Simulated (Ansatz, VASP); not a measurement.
**TaAs: VASP beside Ansatz**

```xyz
4
Lattice="0.0000 -3.4436 0.0000 3.4436 0.0000 0.0000 -1.7218 1.7218 5.8679" Properties=species:S:1:pos:R:3 pbc="T T T"
Ta    1.7218    0.0000    5.8676
Ta    1.7718   -1.7218    2.9336
As    1.7218    0.0000    0.9698
As    0.0000    0.0000    3.9037
```

Alike in both runs: task single point; functional PBE; k mesh 10 × 10 × 10; occupations gaussian, width 0.05 eV; no spin polarisation.

```csv
,VASP,Ansatz
version,VASP 6.6.1,Ansatz 0.2.0
potentials or method,"VASP PAW PBE potentials, release 64 (Ta_pv, As), cutoff 520 eV","scalar-relativistic, plane waves, PAW"
valence electrons in the cell,32,56
```

|  | VASP | Ansatz | Ansatz less VASP |
| --- | --- | --- | --- |
| gap on the k mesh at the Fermi level (eV) | none | none | - |
| pressure (GPa) | 2.7 | 2.2 | -0.47 |
| traceless stress, the component that is largest in VASP (GPa) | 1.37 | 1.35 | -0.011 |
| rms of the force components (eV/Å) | 0.206 | 0.205 | -0.0009 |

Atom by atom the forces differ by 0.001 eV/Å (rms over components). A gap of «none» marks a metal or a gap that the smearing closes. VASP's potentials hold 32 valence electrons a cell and Ansatz's 56, so a difference there can come from the potentials and not from the codes.

Spin-orbit coupling is off throughout.
